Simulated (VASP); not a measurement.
# BaTiO3 (R3m) in VASP: single point with r2SCAN

Aim: the single point of BaTiO3 with r2SCAN.

All numbers are computed with VASP 6.6.1; they aren't measurements. Logs are shortened: lines on timing, memory, paths and dates and some standing lists are left out, and cuts for length are marked.

## 1. The cell of the first run

The structure is trigonal, space group R3m (No. 160). Conventional cell: a = 5.636 Å, b = 5.636 Å, c = 6.930 Å, α = 90.00°, β = 90.00°, γ = 120.00°. Ba (site symmetry 3m) has 12 O at 2.77 to 2.88 Å and 8 Ti at 3.37 to 3.56 Å within 3.7 Å. Within 2.5 Å of Ti (site symmetry 3m) lie 6 O at 1.87 to 2.13 Å. O (site symmetry m) has 2 Ti at 1.87 to 2.13 Å within 2.5 Å. Within 2.5 Å of O (site symmetry m) lie 2 Ti at 1.87 to 2.13 Å.

## 2. Single point, r2SCAN

Contents of POSCAR:

```
BaTiO3
1.0
    3.9905929700      0.0000000000      0.0000000000
    0.0214587600      7.9811660100      0.0000000000
    0.0107293800      0.0106995000      3.9905630800
Ba Ti O
2 2 6
Direct
    0.0000000000      0.0000000000      0.0000000000
    0.0000000000      0.5000000000      0.0000000000
    0.4864000000      0.2432000000      0.4864000000
    0.4864000000      0.7432000000      0.4864000000
    0.5093000000      0.2546500000      0.0181000000
    0.5093000000      0.7546500000      0.0181000000
    0.0181000000      0.2546500000      0.5093000000
    0.0181000000      0.7546500000      0.5093000000
    0.5093000000      0.0090500000      0.5093000000
    0.5093000000      0.5090500000      0.5093000000
```

Contents of INCAR.step1:

```
SYSTEM = BaTiO3
PREC = Accurate ; ENCUT = 520
ISMEAR = -5 ; SIGMA = 0.1
LREAL = .FALSE. ; LASPH = .TRUE.
NELM = 60 ; NBANDS = 51
GGA = PE ; ALGO = Normal
EDIFF = 1E-4 ; LWAVE = .TRUE.
LCHARG = .FALSE.
```

Contents of INCAR.step2:

```
SYSTEM = BaTiO3
PREC = Accurate ; ENCUT = 520
EDIFF = 1E-6 ; ISMEAR = -5
SIGMA = 0.1 ; LREAL = .FALSE.
LASPH = .TRUE. ; NELM = 60
ALGO = Normal ; ISIF = 2
LWAVE = .FALSE. ; LCHARG = .TRUE.
METAGGA = R2SCAN ; LMIXTAU = .TRUE.
LELF = .TRUE. ; LVHAR = .TRUE.
NBANDS = 51 ; ISTART = 1
```

Contents of KPOINTS:

```
regular mesh
0
G
  6 3 6
  0 0 0
```

Potentials or basis: VASP PAW PBE potentials, release 64 (Ba_sv, Ti_sv, O).

Run with:

```
> cat potpaw_PBE.64/Ba_sv/POTCAR potpaw_PBE.64/Ti_sv/POTCAR potpaw_PBE.64/O/POTCAR > POTCAR
> cp INCAR.step1 INCAR
> mpirun -np 1 vasp_std > vasp.out
> cp INCAR.step2 INCAR
> mpirun -np 1 vasp_std > vasp.out
```

OUTCAR:

```text
SYSTEM = BaTiO3
   PREC = Accurate
   ENCUT = 520
   EDIFF = 1E-6
   ISMEAR = -5
   LREAL = .FALSE.
   LASPH = .TRUE.
   NELM = 60
   ISIF = 2
   METAGGA = R2SCAN
   ISTART = 1

 ion  position               nearest neighbor table
   1  0.000  0.000  0.000-   9 2.77   8 2.77   6 2.77   9 2.82   9 2.82   8 2.82   6 2.82   5 2.82
                             7 2.82   9 2.88   7 2.88   5 2.88   3 3.37   3 3.42   3 3.42   4 3.42
   2  0.000  0.500  0.000-  10 2.77   7 2.77   5 2.77  10 2.82  10 2.82   7 2.82   5 2.82   6 2.82
                             8 2.82  10 2.88   8 2.88   6 2.88   4 3.37   4 3.42   4 3.42   3 3.42
   3  0.486  0.243  0.486-   5 1.87   7 1.87   9 1.87   5 2.13   7 2.13  10 2.13   1 3.37   1 3.42
                             1 3.42   2 3.42   2 3.49   1 3.49   2 3.49   2 3.56
   4  0.486  0.743  0.486-   6 1.87   8 1.87  10 1.87   6 2.13   8 2.13   9 2.13   2 3.37   2 3.42
                             2 3.42   1 3.42   1 3.49   2 3.49   1 3.49   1 3.56
   5  0.509  0.255  0.018-   3 1.87   3 2.13   2 2.77   2 2.82   1 2.82   1 2.88
   6  0.509  0.755  0.018-   4 1.87   4 2.13   1 2.77   1 2.82   2 2.82   2 2.88
   7  0.018  0.255  0.509-   3 1.87   3 2.13   2 2.77   2 2.82   1 2.82   1 2.88
   8  0.018  0.755  0.509-   4 1.87   4 2.13   1 2.77   1 2.82   2 2.82   2 2.88
   9  0.509  0.009  0.509-   3 1.87   4 2.13   1 2.77   1 2.82   1 2.82   1 2.88
  10  0.509  0.509  0.509-   4 1.87   3 2.13   2 2.77   2 2.82   2 2.82   2 2.88

  LATTYP: Found a base centered monoclinic cell.
 ALAT       =     5.6511316321
 B/A-ratio  =     0.9973149359
 C/A-ratio  =     1.4123179882
 COS(beta)  =    -0.0037970584

  Lattice vectors:

 A1 = (  -0.0107293800,  -0.0106995000,  -3.9905630800)
 A2 = (  -3.9905929700,   0.0000000000,   0.0000000000)
 A3 = (   0.0214587600,   7.9811660100,   0.0000000000)

Analysis of symmetry for initial positions (statically):
=====================================================================
 Subroutine PRICEL returns following result:

  LATTYP: Found a trigonal (rhomboedric) cell.
 ALAT       =     3.9905974289
 COS(alpha) =     0.0026884005

  Lattice vectors:

 A1 = (   3.9905929700,   0.0000000000,   0.0000000000)
 A2 = (   0.0107293800,   3.9905830050,   0.0000000000)
 A3 = (   0.0107293800,   0.0106995000,   3.9905630800)

   2 primitive cells build up your supercell.

 Routine SETGRP: Setting up the symmetry group for a
 base centered monoclinic supercell.

 Subroutine GETGRP returns: Found  2 space group operations
 (whereof  2 operations were pure point group operations)
 out of a pool of  4 trial point group operations.

The static configuration has the point symmetry C_1h.

Analysis of symmetry for dynamics (positions and initial velocities):
=====================================================================
 Subroutine PRICEL returns following result:

  LATTYP: Found a trigonal (rhomboedric) cell.
 ALAT       =     3.9905974289
 COS(alpha) =     0.0026884005

  Lattice vectors:

 A1 = (   3.9905929700,   0.0000000000,   0.0000000000)
 A2 = (   0.0107293800,   3.9905830050,   0.0000000000)
 A3 = (   0.0107293800,   0.0106995000,   3.9905630800)

   2 primitive cells build up your supercell.

 Routine SETGRP: Setting up the symmetry group for a
 base centered monoclinic supercell.

 Subroutine GETGRP returns: Found  2 space group operations
 (whereof  2 operations were pure point group operations)
 out of a pool of  4 trial point group operations.

The dynamic configuration has the point symmetry C_1h.

 Subroutine INISYM returns: Found  2 space group operations
 (whereof  2 operations are pure point group operations),
 and found     2 'primitive' translations

----------------------------------------------------------------------------------------

                                     Primitive cell

  volume of cell :      63.5489

  direct lattice vectors                    reciprocal lattice vectors
     3.990592970  0.000000000  0.000000000     0.250589325 -0.000673753 -0.000671950
     0.010729380  3.990583005  0.000000000     0.000000000  0.250589951 -0.000671882
     0.010729380  0.010699500  3.990563080     0.000000000  0.000000000  0.250591202

  length of vectors
[... 45 lines left out ...]
|           W    W  A    A  R    R  N    N  II  N    N   GGGG   !!!           |
|                                                                             |
|     Your reciprocal lattice and k-lattice belong to different lattice       |
|     classes:                                                                |
|                                                                             |
|        The reciprocal lattice is base-centered monoclinic,                  |
|        whereas your k-lattice is rhombohedral (trigonal).                   |
|                                                                             |
|     Results are often still useful ...                                      |
|                                                                             |
 -----------------------------------------------------------------------------

 TETIRR: Found    165 inequivalent tetrahedra from      648

 Subroutine IBZKPT returns following result:
 ===========================================

 Found     34 irreducible k-points:

 Following reciprocal coordinates:
            Coordinates               Weight
  0.000000  0.000000  0.000000      1.000000
  0.166667  0.000000  0.000000      4.000000
  0.333333  0.000000  0.000000      4.000000
  0.500000  0.000000  0.000000      2.000000
  0.000000  0.333333  0.000000      2.000000
  0.166667  0.333333  0.000000      4.000000
[... 16 lines left out ...]
  0.500000 -0.333333  0.166667      4.000000
 -0.333333 -0.333333  0.166667      4.000000
 [... further k-points ...]
   k-points           NKPTS =     34   k-points in BZ     NKDIM =     34   number of bands    NBANDS=     51
   number of dos      NEDOS =    301   number of ions     NIONS =     10
   total plane-waves  NPLWV =  54000
   dimension x,y,z NGX =    30 NGY =   60 NGZ =   30
   dimension x,y,z NGXF=    60 NGYF=  120 NGZF=   60
   ions per type =               2   2   6
   NGX,Y,Z   is equivalent  to a cutoff of  12.50, 12.50, 12.50 a.u.
   NGXF,Y,Z  is equivalent  to a cutoff of  25.00, 25.00, 25.00 a.u.
 SYSTEM =  BaTiO3
   PREC   = accura    normal or accurate (medium, high low for compatibility)
   ISTART =      1    job   : 0-new  1-cont  2-samecut
   ICHARG =      0    charge: 1-file 2-atom 10-const
   ISPIN  =      1    spin polarized calculation?
   LNONCOLLINEAR =      F non collinear calculations
   LSORBIT =      F    spin-orbit coupling
   LASPH  =      T    aspherical Exc in radial PAW
   ENCUT  =  520.0 eV  38.22 Ry    6.18 a.u.   7.42 14.84  7.42*2*pi/ulx,y,z
   NELM   =     60;   NELMIN=  2; NELMDL=  0     # of ELM steps
   EDIFF  = 0.1E-05   stopping-criterion for ELM
   LREAL  =      F    real-space projection
   EDIFFG = 0.1E-04   stopping-criterion for IOM
   NSW    =      0    number of steps for IOM
   IBRION =     -1    ionic relax: 0-MD 1-quasi-New 2-CG
   NFREE  =      0    steps in history (QN), initial steepest desc. (CG)
   ISIF   =      2    stress and relaxation
   ISYM   =      2    0-nonsym 1-usesym 2-fastsym
   POTIM  = 0.5000    time-step for ionic-motion
   TEBEG  =    0.0;   TEEND  =   0.0 temperature during run
   PSTRESS=    0.0 pullay stress
   NELECT =      80.0000    total number of electrons
   NUPDOWN=      -1.0000    fix difference up-down
   EMIN   =  10.00;   EMAX   =-10.00  energy-range for DOS
   EFERMI =   0.00;   METHOD = LEGACY
   ISMEAR =    -5;   SIGMA  =   0.10  broadening in eV -4-tet -1-fermi 0-gaus
   EFERMI_NEDOS =   21; number of points for ismear=-14 and -15
   IALGO  =     38    algorithm
   IMIX   =      4    mixing-type and parameters
     AMIX     =   0.40;   BMIX     =  1.00
     AMIX_MAG =   1.60;   BMIX_MAG =  1.00
  volume/ion in A,a.u.               =      12.71        85.77
  Fermi-wavevector in a.u.,A,eV,Ry     =   1.403004  2.651293 26.781975  1.968420
  Thomas-Fermi vector in A             =   2.525709
   LORBIT       =      0    0 simple, 1 ext, 2 COOP (PROOUT), +10 PAW based schemes
   METAGGA = R2SCAN    functional components
   LHFCALC =     F    Hartree Fock is set to
   AEXX    =    0.0000 exact exchange contribution
   IVDW    =     0    specifies the selected vdW correction
   LEPSILON=     F    determine dielectric tensor
   LRPA    =     F    only Hartree local field effects (RPA)
 non-spin polarized calculation
 Fermi weights with tetrahedron method with Bloechl corrections
  energy-cutoff  :      520.00
  volume of cell :      127.10
 maximum number of plane-waves:      3456
 NGX is ok and might be reduce to    30
   NGX = 15   NGY = 29   NGZ = 15

 number of electron      80.0000001 magnetization

 Free energy of the ion-electron system (eV)
  ---------------------------------------------------
  ext. energy  EPLUGINS =         0.00000000
  ---------------------------------------------------
  free energy    TOTEN  =      -148.47182520 eV

  energy without entropy =     -148.47182520  energy(sigma->0) =     -148.47182520

 E-fermi :   3.6152     XC(G=0): -11.9527

 val. band max:        3.5439360846   @ k =   0.5000   0.0000   0.5000
 cond. band min:       6.3034954927   @ k =   0.0000   0.0000   0.0000
 fundamental gap:      2.7595594081
 Fermi energy:         3.6151829078

 k-point     1 :       0.0000    0.0000    0.0000
  band No.  band energies     occupation
      1     -54.9421      2.00000
      2     -54.9408      2.00000
      3     -30.2109      2.00000
      4     -30.1503      2.00000
      5     -30.1503      2.00000
      6     -30.1480      2.00000
[... 1285 lines left out ...]
     50      11.0818      0.00000
     51      11.3161      0.00000

 [... further k-points ...]
[... 5 lines left out ...]
  --------------------------------------------------------------------------------------
  -------------------------------------------------------------------------------------
  Total        4.5010658      4.5010727      4.5019716     -0.0847782     -0.0843473     -0.0845816
  in kB       56.7398247     56.7399109     56.7512431     -1.0687031     -1.0632709     -1.0662237
  external PRESSURE =      56.7436596 kB  Pullay stress =       0.0000000 kB

 VOLUME and BASIS-vectors are now :
 -----------------------------------------------------------------------------
  energy-cutoff  :      520.00
  volume of cell :      127.10
      direct lattice vectors                 reciprocal lattice vectors
     3.990592970  0.000000000  0.000000000     0.250589325 -0.000673753 -0.000671950
     0.021458760  7.981166010  0.000000000     0.000000000  0.125294976 -0.000335941
     0.010729380  0.010699500  3.990563080     0.000000000  0.000000000  0.250591202

 POSITION                                       TOTAL-FORCE (eV/Angst)
 -----------------------------------------------------------------------------------
      0.00000      0.00000      0.00000        -0.027271     -0.027188     -0.027125
      0.01073      3.99058      0.00000        -0.027271     -0.027188     -0.027125
      1.95146      1.94622      1.94101         0.155316      0.154787      0.154484
      1.96219      5.93681      1.94101         0.155316      0.154787      0.154484
      2.03807      2.03260      0.07223         0.027690      0.027620     -0.183569
      2.04880      6.02318      0.07223         0.027690      0.027620     -0.183569
      0.08316      2.03785      2.03239        -0.183419      0.028188      0.028107
      0.09389      6.02844      2.03239        -0.183419      0.028188      0.028107
      2.03807      0.07768      2.03239         0.027685     -0.183407      0.028103
      2.04880      4.06826      2.03239         0.027685     -0.183407      0.028103
 -----------------------------------------------------------------------------------
    total drift:                               -0.003000     -0.003063     -0.003013

  FREE ENERGIE OF THE ION-ELECTRON SYSTEM (eV)
  ---------------------------------------------------
  free  energy   TOTEN  =      -148.4718251955 eV

  energy  without entropy=     -148.4718251955  energy(sigma->0) =     -148.47182520
```

It took 14 min on 1 thread of Intel Xeon 8259CL, shared host; peak memory 0.36 GiB.

Results:

| Property | Result |
| --- | --- |
| Free energy | -148.4718 eV |
| Pressure | 5.7 GPa |
| Largest force | 0.268 eV/Å |
| Band gap on the k mesh | 2.76 eV |

Forces on the atoms (eV/Å):
```
Ba  -0.027 -0.027 -0.027
Ba  -0.027 -0.027 -0.027
Ti   0.155  0.155  0.154
Ti   0.155  0.155  0.154
O    0.028  0.028 -0.184
O    0.028  0.028 -0.184
O   -0.183  0.028  0.028
O   -0.183  0.028  0.028
O    0.028 -0.183  0.028
O    0.028 -0.183  0.028
```

Caveat: the cell stands under pressure; the PAW data sets were made with another functional, which shifts forces and pressure a little; spin-orbit coupling is left out, which moves the levels of the heavy elements. r2SCAN opens gaps a little over a GGA but as a rule still falls short of measured ones.
